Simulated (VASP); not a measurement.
A run of VASP 6.6.1 is set up as follows.

INCAR

```
ALGO = Normal ; EDIFF = 1E-6
ENCUT = 500 ; GGA_COMPAT = False
ISIF = 2 ; ISMEAR = 0
LASPH = True ; LCHARG = False
LREAL = False ; LWAVE = False
NBANDS = 11 ; NELM = 120
PREC = Accurate ; SIGMA = 0.02
```

Contents of KPOINTS:

```
k-points
0
Gamma
  8 8 8
```

The input POSCAR:

```
AlAs
1.0
    0.0000000000      2.8143769290      2.8143769290
    2.8143769290      0.0000000000      2.8143769290
    2.8143769290      2.8143769290      0.0000000000
Al As
1 1
Direct
    0.0000000000      0.0000000000      0.0000000000
    0.2500000000      0.2500000000      0.2500000000
```

Potentials or basis: VASP PAW LDA potentials, release 64 (Al, As).

Command:

```sh
$ cat potpaw_LDA.64/Al/POTCAR potpaw_LDA.64/As/POTCAR > POTCAR
$ mpirun -np 1 vasp_std > vasp.out
```

Question: Predict the pressure.

Answer: 0.4 GPa.

Question: What does it give for the band gap on the k mesh?

Answer: 1.31 eV, indirect (least direct gap 2.02 eV).

A k mesh can miss the band edges. LDA gaps usually lie below the measured ones, often by a third to a half.
